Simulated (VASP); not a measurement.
A run of VASP 6.6.1 is set up as follows.

INCAR

```
SYSTEM = Tm3C2
  ALGO = Normal
  EDIFF = 1E-7
  EDIFFG = -0.01
  ENCUT = 600
  GGA = PE
  GGA_COMPAT = .False.
  IBRION = 2
  ISIF = 3
  ISMEAR = 0
  LASPH = .True.
  LCHARG = .False.
  LMAXMIX = 6
  LREAL = .False.
  LWAVE = .False.
  NELM = 200
  NELMIN = 4
  NSW = 100
  PREC = Accurate
  SIGMA = 0.1
```

The input KPOINTS:

```
k-points
0
Gamma
  8 8 8
  0 0 0
```

Contents of POSCAR:

```
Tm3C2
1.0
    4.6090935754      0.0000000000      0.0000000000
    0.0000000000      4.6090935754      0.0000000000
    0.0000000000      0.0000000000      4.6090935754
Tm C
3 2
Direct
    0.5000000000      0.0000000000      0.0000000000
    0.0000000000      0.5000000000      0.0000000000
    0.0000000000      0.0000000000      0.5000000000
    0.0000000000      0.0000000000      0.0000000000
    0.5000000000      0.5000000000      0.5000000000
```

Potentials or basis: VASP PAW PBE potentials, release 64 (Tm_3, C), 4f in core.

Command:

```console
$ cat potpaw_PBE.64/Tm_3/POTCAR potpaw_PBE.64/C/POTCAR > POTCAR
$ mpirun -np 1 vasp_std > vasp.out
```

Estimate the space group after relaxing (to 0.1 Å).

Pm-3m (No. 221).

Estimate the band gap on the k mesh.

zero (an odd number of electrons rules out a gap without spin polarisation).

Estimate the relaxed volume.

19.75 Å³/atom.

Predict the relaxed cell.

a = 4.622 Å, b = 4.622 Å, c = 4.622 Å, α = 90.00°, β = 90.00°, γ = 90.00°.

Final structure:
```
Tm C
1.0
     4.62247    0.00000    0.00000
     0.00000    4.62247    0.00000
     0.00000    0.00000    4.62247
Tm C
3 2
Direct
  0.50000 0.00000 0.00000
  0.00000 0.50000 0.00000
  0.00000 0.00000 0.50000
  0.00000 0.00000 0.00000
  0.50000 0.50000 0.50000
```

Caveat: spin-orbit coupling is left out, which moves the levels of the heavy elements; the 4f electrons are frozen in the core, so they carry no moment and show no levels. Spin polarisation is off, so any magnetic state and its effect on volume and gap are missing.
